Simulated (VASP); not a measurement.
# BP (k06) (F-43m) in VASP: single point with PBEsol

Aim: the single point of BP (k06) with PBEsol.

All numbers are computed with VASP 6.6.1; they aren't measurements. Logs are shortened: lines on timing, memory, paths and dates and some standing lists are left out, and cuts for length are marked.

## 1. The cell of the first run

It takes space group F-43m (No. 216, cubic). Conventional cell: a = 4.520 Å, b = 4.520 Å, c = 4.520 Å, α = 90.00°, β = 90.00°, γ = 90.00°. B (site symmetry -43m) has 4 P at 1.96 Å within 2.6 Å. Within 2.6 Å of P (site symmetry -43m) lie 4 B at 1.96 Å.

## 2. Single point, PBEsol

The input, INCAR:

```
PREC = Accurate
ENCUT = 500
EDIFF = 1E-6
ISMEAR = 0
SIGMA = 0.02
LREAL = F
LASPH = T
NELM = 120
ALGO = Normal
ISIF = 2
LWAVE = F
LCHARG = F
GGA = PS
NBANDS = 11
GGA_COMPAT = F
```

The input, KPOINTS:

```
Automatic mesh
0
Gamma
  16 16 16
```

The input, POSCAR:

```
BP
1.0
    0.0000000000      2.2600812336      2.2600812336
    2.2600812336      0.0000000000      2.2600812336
    2.2600812336      2.2600812336      0.0000000000
B P
1 1
Direct
    0.0000000000      0.0000000000      0.0000000000
    0.7500000000      0.7500000000      0.7500000000
```

Potentials or basis: VASP PAW PBE potentials, release 64 (B, P).

On the command line:

```sh
$ cat potpaw_PBE.64/B/POTCAR potpaw_PBE.64/P/POTCAR > POTCAR
$ mpirun -np 1 vasp_std > vasp.out
```

OUTCAR:

```text
PREC = Accurate
   ENCUT = 500
   EDIFF = 1E-6
   ISMEAR = 0
   LREAL = F
   LASPH = T
   NELM = 120
   ISIF = 2
   GGA = PS

 ion  position               nearest neighbor table
   1  0.000  0.000  0.000-   2 1.96   2 1.96   2 1.96   2 1.96
   2  0.750  0.750  0.750-   1 1.96   1 1.96   1 1.96   1 1.96

  LATTYP: Found a face centered cubic cell.
 ALAT       =     4.5201624672

  Lattice vectors:

 A1 = (   0.0000000000,   2.2600812336,   2.2600812336)
 A2 = (   2.2600812336,   0.0000000000,   2.2600812336)
 A3 = (   2.2600812336,   2.2600812336,   0.0000000000)

Analysis of symmetry for initial positions (statically):
=====================================================================
 Subroutine PRICEL returns:
 Original cell was already a primitive cell.

 Routine SETGRP: Setting up the symmetry group for a
 face centered cubic supercell.

 Subroutine GETGRP returns: Found 24 space group operations
 (whereof 24 operations were pure point group operations)
 out of a pool of 48 trial point group operations.

The static configuration has the point symmetry T_d .

Analysis of symmetry for dynamics (positions and initial velocities):
=====================================================================
 Subroutine PRICEL returns:
 Original cell was already a primitive cell.

 Routine SETGRP: Setting up the symmetry group for a
 face centered cubic supercell.

 Subroutine GETGRP returns: Found 24 space group operations
 (whereof 24 operations were pure point group operations)
 out of a pool of 48 trial point group operations.

The dynamic configuration has the point symmetry T_d .

 Subroutine INISYM returns: Found 24 space group operations
 (whereof 24 operations are pure point group operations),
 and found     1 'primitive' translations

----------------------------------------------------------------------------------------

                                     Primitive cell

  volume of cell :      23.0888

  direct lattice vectors                    reciprocal lattice vectors
     0.000000000  2.260081234  2.260081234    -0.221230986  0.221230986  0.221230986
     2.260081234  0.000000000  2.260081234     0.221230986 -0.221230986  0.221230986
     2.260081234  2.260081234  0.000000000     0.221230986  0.221230986 -0.221230986

  length of vectors
     3.196237533  3.196237533  3.196237533     0.383183308  0.383183308  0.383183308

  position of ions in fractional coordinates (direct lattice)
     0.000000000  0.000000000  0.000000000
     0.750000000  0.750000000  0.750000000

  ion indices of the primitive-cell ions
   primitive index   ion index
                 1           1
                 2           2

----------------------------------------------------------------------------------------

 KPOINTS: Automatic mesh

Automatic generation of k-mesh.
 Grid dimensions read from file:
 generate k-points for:   16   16   16

 Generating k-lattice:

  Cartesian coordinates                     Fractional coordinates (reciprocal lattice)
    -0.013826937  0.013826937  0.013826937     0.062500000  0.000000000  0.000000000
     0.013826937 -0.013826937  0.013826937     0.000000000  0.062500000  0.000000000
     0.013826937  0.013826937 -0.013826937     0.000000000  0.000000000  0.062500000

  Length of vectors
     0.023948957  0.023948957  0.023948957

  Shift w.r.t. Gamma in fractional coordinates (k-lattice)
     0.000000000  0.000000000  0.000000000

 Subroutine IBZKPT returns following result:
 ===========================================

 Found    145 irreducible k-points:

 Following reciprocal coordinates:
            Coordinates               Weight
  0.000000  0.000000  0.000000      1.000000
  0.062500  0.000000  0.000000      8.000000
  0.125000  0.000000  0.000000      8.000000
  0.187500  0.000000  0.000000      8.000000
  0.250000  0.000000  0.000000      8.000000
  0.312500  0.000000  0.000000      8.000000
[... 16 lines left out ...]
 -0.125000  0.062500  0.000000     24.000000
 -0.062500  0.062500  0.000000     12.000000
 [... further k-points ...]
   k-points           NKPTS =    145   k-points in BZ     NKDIM =    145   number of bands    NBANDS=     11
   number of dos      NEDOS =    301   number of ions     NIONS =      2
   total plane-waves  NPLWV =  13824
   dimension x,y,z NGX =    24 NGY =   24 NGZ =   24
   dimension x,y,z NGXF=    48 NGYF=   48 NGZF=   48
   ions per type =               1   1
   NGX,Y,Z   is equivalent  to a cutoff of  12.48, 12.48, 12.48 a.u.
   NGXF,Y,Z  is equivalent  to a cutoff of  24.97, 24.97, 24.97 a.u.
 SYSTEM =  unknown system
   PREC   = accura    normal or accurate (medium, high low for compatibility)
   ISTART =      0    job   : 0-new  1-cont  2-samecut
   ICHARG =      2    charge: 1-file 2-atom 10-const
   ISPIN  =      1    spin polarized calculation?
   LNONCOLLINEAR =      F non collinear calculations
   LSORBIT =      F    spin-orbit coupling
   LASPH  =      T    aspherical Exc in radial PAW
   ENCUT  =  500.0 eV  36.75 Ry    6.06 a.u.   5.83  5.83  5.83*2*pi/ulx,y,z
   NELM   =    120;   NELMIN=  2; NELMDL= -5     # of ELM steps
   EDIFF  = 0.1E-05   stopping-criterion for ELM
   LREAL  =      F    real-space projection
   EDIFFG = 0.1E-04   stopping-criterion for IOM
   NSW    =      0    number of steps for IOM
   IBRION =     -1    ionic relax: 0-MD 1-quasi-New 2-CG
   NFREE  =      0    steps in history (QN), initial steepest desc. (CG)
   ISIF   =      2    stress and relaxation
   ISYM   =      2    0-nonsym 1-usesym 2-fastsym
   POTIM  = 0.5000    time-step for ionic-motion
   TEBEG  =    0.0;   TEEND  =   0.0 temperature during run
   PSTRESS=    0.0 pullay stress
   NELECT =       8.0000    total number of electrons
   NUPDOWN=      -1.0000    fix difference up-down
   EMIN   =  10.00;   EMAX   =-10.00  energy-range for DOS
   EFERMI =   0.00;   METHOD = LEGACY
   ISMEAR =     0;   SIGMA  =   0.02  broadening in eV -4-tet -1-fermi 0-gaus
   EFERMI_NEDOS =   21; number of points for ismear=-14 and -15
   IALGO  =     38    algorithm
   IMIX   =      4    mixing-type and parameters
     AMIX     =   0.40;   BMIX     =  1.00
     AMIX_MAG =   1.60;   BMIX_MAG =  1.00
  volume/ion in A,a.u.               =      11.54        77.91
  Fermi-wavevector in a.u.,A,eV,Ry     =   1.149840  2.172883 17.988701  1.322132
  Thomas-Fermi vector in A             =   2.286507
   LORBIT       =      0    0 simple, 1 ext, 2 COOP (PROOUT), +10 PAW based schemes
   GGA     = PS    functional components
   LHFCALC =     F    Hartree Fock is set to
   AEXX    =    0.0000 exact exchange contribution
   IVDW    =     0    specifies the selected vdW correction
   LEPSILON=     F    determine dielectric tensor
   LRPA    =     F    only Hartree local field effects (RPA)
 non-spin polarized calculation
 Gauss-broadening in eV      SIGMA  =   0.02
  energy-cutoff  :      500.00
  volume of cell :       23.09
 maximum number of plane-waves:       604
   NGX = 11   NGY = 11   NGZ = 11

 number of electron       8.0000001 magnetization

 Free energy of the ion-electron system (eV)
  ---------------------------------------------------
  ext. energy  EPLUGINS =         0.00000000
  ---------------------------------------------------
  free energy    TOTEN  =       -13.67365216 eV

  energy without entropy =      -13.67365216  energy(sigma->0) =      -13.67365216

 E-fermi :   7.6833     XC(G=0): -11.0957

 val. band max:        7.5457955588   @ k =   0.0000   0.0000   0.0000
 cond. band min:       8.6647973800   @ k =   0.4375   0.4375   0.0000
 fundamental gap:      1.1190018213
 Fermi energy:         7.6832552413

 k-point     1 :       0.0000    0.0000    0.0000
  band No.  band energies     occupation
      1      -8.0583      2.00000
      2       7.5458      2.00000
      3       7.5458      2.00000
      4       7.5458      2.00000
      5      10.9201      0.00000
      6      10.9201      0.00000
      7      10.9201      0.00000
      8      15.0678      0.00000
      9      18.8696      0.00000
     10      19.7022      0.00000
     11      19.7022      0.00000

 k-point     2 :       0.0625    0.0000    0.0000
  band No.  band energies     occupation
      1      -7.9870      2.00000
      2       6.9548      2.00000
      3       7.4165      2.00000
      4       7.4165      2.00000
      5      11.0978      0.00000
      6      11.0978      0.00000
      7      11.1613      0.00000
      8      15.2721      0.00000
      9      19.1108      0.00000
     10      19.3476      0.00000
     11      19.3476      0.00000

 k-point     3 :       0.1250    0.0000    0.0000
  band No.  band energies     occupation
      1      -7.7736      2.00000
      2       5.6625      2.00000
      3       7.1081      2.00000
      4       7.1081      2.00000
      5      11.4693      0.00000
      6      11.5231      0.00000
      7      11.5231      0.00000
      8      15.8290      0.00000
      9      18.7417      0.00000
     10      18.7417      0.00000
     11      19.7270      0.00000

 k-point     4 :       0.1875    0.0000    0.0000
  band No.  band energies     occupation
      1      -7.4215      2.00000
      2       4.1570      2.00000
      3       6.7469      2.00000
      4       6.7469      2.00000
      5      11.5782      0.00000
      6      11.9835      0.00000
      7      11.9835      0.00000
      8      16.5432      0.00000
      9      18.3713      0.00000
     10      18.3713      0.00000
     11      20.2833      0.00000
[... 239 lines left out ...]
 k-point    22 :      -0.1875    0.0625    0.0000
  band No.  band energies     occupation
      1      -7.2119      2.00000
      2       3.6660      2.00000
      3       5.8876      2.00000
      4       6.9047      2.00000
      5      11.7850      0.00000
      6      11.8451      0.00000
      7      12.5558      0.00000
      8      16.4032      0.00000
      9      17.6177      0.00000
     10      19.4029      0.00000
     11      20.6820      0.00000

 k-point    23 :      -0.1250    0.0625    0.0000
  band No.  band energies     occupation
      1      -7.6085      2.00000
      2       5.1568      2.00000
      3       6.2599      2.00000
      4       7.2400      2.00000
      5      11.4262      0.00000
      6      11.6531      0.00000
      7      12.1736      0.00000
      8      15.9823      0.00000
      9      17.9113      0.00000
     10      19.2235      0.00000
     11      20.1690      0.00000

 k-point    24 :      -0.0625    0.0625    0.0000
  band No.  band energies     occupation
      1      -7.8682      2.00000
      2       6.4096      2.00000
      3       6.7622      2.00000
      4       7.4490      2.00000
      5      11.1088      0.00000
      6      11.3344      0.00000
      7      11.6865      0.00000
      8      15.5440      0.00000
      9      18.5661      0.00000
     10      19.3766      0.00000
     11      19.4910      0.00000

 [... further k-points ...]

------------------------ aborting loop because EDIFF is reached ----------------------------------------

  FORCE on cell =-STRESS in cart. coord.  units (eV):
  Direction    XX          YY          ZZ          XY          YZ          ZX
  --------------------------------------------------------------------------------------
  -------------------------------------------------------------------------------------
  Total        0.0152708      0.0152708      0.0152708      0.0000000      0.0000000      0.0000000
  in kB        1.0596677      1.0596677      1.0596677      0.0000000      0.0000000      0.0000000
  external PRESSURE =       1.0596677 kB  Pullay stress =       0.0000000 kB

 VOLUME and BASIS-vectors are now :
 -----------------------------------------------------------------------------
  energy-cutoff  :      500.00
  volume of cell :       23.09
      direct lattice vectors                 reciprocal lattice vectors
     0.000000000  2.260081234  2.260081234    -0.221230986  0.221230986  0.221230986
     2.260081234  0.000000000  2.260081234     0.221230986 -0.221230986  0.221230986
     2.260081234  2.260081234  0.000000000     0.221230986  0.221230986 -0.221230986

 POSITION                                       TOTAL-FORCE (eV/Angst)
 -----------------------------------------------------------------------------------
      0.00000      0.00000      0.00000         0.000000      0.000000      0.000000
      3.39012      3.39012      3.39012        -0.000000     -0.000000     -0.000000
 -----------------------------------------------------------------------------------
    total drift:                               -0.000000     -0.000000     -0.000000

  FREE ENERGIE OF THE ION-ELECTRON SYSTEM (eV)
  ---------------------------------------------------
  free  energy   TOTEN  =       -13.6736521565 eV

  energy  without entropy=      -13.6736521565  energy(sigma->0) =      -13.67365216
```

It took 9.5 s on 1 thread of Intel Xeon 6975P-C (Granite Rapids), shared host; peak memory 0.15 GiB.

What came out:

- Free energy: -13.6737 eV
- Pressure: 0.1 GPa
- Band gap on the k mesh: 1.12 eV, indirect (least direct gap 3.37 eV)

Caveat: the PAW data sets were made with another functional, which shifts forces and pressure a little. A k mesh can miss the band edges.
